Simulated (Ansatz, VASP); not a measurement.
One calculation of AlNi, two programs

Contents of INCAR:

```
SYSTEM = AlNi
PREC = Accurate
ENCUT = 520
EDIFF = 1E-6
ISMEAR = 0
SIGMA = 0.1
LREAL = .False.
LASPH = .True.
NELM = 150
ALGO = Normal
ISIF = 2
LWAVE = .False.
LCHARG = .False.
ISPIN = 2
MAGMOM = 1 0
LORBIT = 11
LMAXMIX = 4
GGA = CA
NBANDS = 18
```

The input KPOINTS:

```
Automatic mesh
0
Gamma
  9 9 9
  0 0 0
```

The input POSCAR:

```
AlNi
1.0
    2.8810000000      0.0000000000      0.0000000000
    0.0000000000      2.8810000000      0.0000000000
    0.0000000000      0.0000000000      2.8810000000
Ni Al
1 1
Direct
    0.5000000000      0.5000000000      0.5000000000
    0.0000000000      0.0000000000      0.0000000000
```

input.yaml

```yaml
crystal:
  lattice:
    - [2.881, 0.0, 0.0]
    - [0.0, 2.881, 0.0]
    - [0.0, 0.0, 2.881]
  atoms:
    - { symbol: Ni, position: [0.5, 0.5, 0.5], spin: 1.0 }
    - { symbol: Al, position: [0.0, 0.0, 0.0] }
kpoints:
  mp_grid: { grid: [9, 9, 9] }
scf:
  occupations: { method: gaussian, width: 0.1 }
hamiltonian:
  xc: lda
  pseudopotentials: { kind: all_electron, lapw: { basis_error: 0.001 } }
magnetization:
  spin_polarized: true
output:
  forces: true
  stress: true
  eigenvalues: true
```

Alike in both runs: task single point; functional LDA; k mesh 9 × 9 × 9; occupations gaussian, width 0.1 eV; collinear spin.

|  | VASP | Ansatz |
| --- | --- | --- |
| version | VASP 6.6.1 | Ansatz 0.2.0 |
| potentials or method | VASP PAW LDA potentials, release 64 (Ni, Al), cutoff 520 eV | all-electron LAPW, scalar-relativistic |

```csv
,VASP,Ansatz,Ansatz less VASP
gap on the k mesh at the Fermi level (eV),none,none,-
pressure (GPa),-8.3,-8.7,-0.35
net moment per atom (μB),0.00,0.00,0.000
```

LDA's correlation is that of Perdew and Zunger in VASP and of Perdew and Wang (1992) in Ansatz. A gap of «none» marks a metal or a gap that the smearing closes. Ansatz ran all-electron here, and VASP with PAW potentials.
